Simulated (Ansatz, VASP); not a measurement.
Two plane-wave programs on Sb

```
CELL_PARAMETERS angstrom
-1.57654 1.57654 2.71194
1.57654 -1.57654 2.71194
1.57654 1.57654 -2.71194
ATOMIC_POSITIONS crystal
Sb 0.00000 0.00000 0.00000
```

Alike in both runs: task relaxation of cell and atoms; functional PBEsol; k mesh 12 × 12 × 12; occupations fermi-dirac, width 0.05 eV; no spin polarisation.

|  | VASP | Ansatz |
| --- | --- | --- |
| version | VASP 6.6.1 | Ansatz 0.2.0 |
| potentials or method | VASP PAW PBE potentials, release 64 (Sb) | Ansatz PAW |
| plane-wave cutoff (eV) | 600 | 420 |
| valence electrons in the cell | 5 | 15 |

```csv
,VASP,Ansatz,Ansatz less VASP
"gap on the k mesh at the Fermi level, each at its own relaxed structure (eV)",none,none,-
relaxed volume (Å³/atom),26.31,26.31,0.000
relaxed cell length with the largest relative difference (Å),3.439,3.440,+0.0006
```

VASP's potentials were made for PBE, not for PBEsol. A gap of «none» marks a metal or a gap that the smearing closes. VASP's potentials hold 5 valence electrons a cell and Ansatz's 15, so a difference there can come from the potentials and not from the codes.

Neither program's run includes spin-orbit coupling. Noted on Ansatz's run: the plane-wave basis is chosen anew once the cell has moved, so the energies of steps on either side of that aren't comparable.
